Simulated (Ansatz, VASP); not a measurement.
# One calculation of Re, two programs

```
Re
1.0
     2.76000    0.00000    0.00000
    -1.38000    2.39023    0.00000
     0.00000    0.00000    4.45740
Re
2
Cartesian
  0.0000 1.5935 3.3430
  1.3800 0.7967 1.1143
```

Alike in both runs: task relaxation of cell and atoms; functional PBEsol; k mesh 18 × 18 × 10; occupations gaussian, width 0.05 eV; no spin polarisation.

|  | VASP | Ansatz |
| --- | --- | --- |
| version | VASP 6.6.1 | Ansatz 0.2.0 |
| potentials or method | VASP PAW PBE potentials, release 64 (Re), cutoff 600 eV | scalar-relativistic, plane waves, PAW |
| valence electrons in the cell | 14 | 30 |

|  | VASP | Ansatz | Ansatz less VASP |
| --- | --- | --- | --- |
| relaxed volume (Å³/atom) | 14.56 | 14.55 | -0.007 |
| relaxed length of the cell vector where the two differ most in proportion (Å) | 2.751 | 2.750 | -0.0009 |

VASP's potentials were made for PBE, not for PBEsol. VASP's potentials hold 14 valence electrons a cell and Ansatz's 30, so a difference there can come from the potentials and not from the codes.

Spin-orbit coupling is off throughout.
